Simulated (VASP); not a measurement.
Here is a VASP 6.6.1 calculation.

Contents of INCAR:

```
ALGO = Normal
EDIFF = 1E-6
EDIFFG = -0.04
ENCUT = 600
GGA = PE
IBRION = 2
ISIF = 3
ISMEAR = 0
LASPH = True
LCHARG = False
LREAL = False
LWAVE = False
NELM = 100
NSW = 90
PREC = Accurate
SIGMA = 0.1
```

KPOINTS

```
k-points
0
Gamma
  6 6 6
```

Contents of POSCAR:

```
Te
1.0
   -4.0242342700      4.0242342700      1.4517178700
    4.0242342700     -4.0242342700      1.4517178700
    4.0242342700      4.0242342700     -1.4517178700
Te
4
Direct
    0.3750000000      0.6250000000      0.7500000000
    0.8750000000      0.6250000000      0.2500000000
    0.3750000000      0.1250000000      0.7500000000
    0.3750000000      0.6250000000      0.2500000000
```

Potentials or basis: VASP PAW PBE potentials, release 64 (Te).

The run is started by

```sh
$ cat potpaw_PBE.64/Te/POTCAR > POTCAR
$ mpirun -np 1 vasp_std > vasp.out
```

Task: What does it give for the relaxed volume?

Result: 30.84 Å³/atom.

Task: Predict the relaxed cell.

Result: a = 6.355 Å, b = 6.355 Å, c = 6.355 Å, α = 93.80°, β = 93.80°, γ = 150.17°.

Task: Predict the space group after relaxing (to 0.05 Å).

Result: I4_1/amd (No. 141).

Stress tensor (GPa, compression positive):
```
0.07 0.00 0.00
0.00 0.07 0.00
0.00 0.00 0.15
```

Caveat: the k points lie up to 0.34 Å⁻¹ apart in the final cell; the volume moved by over 15 % at a fixed basis, so the end points are rough.
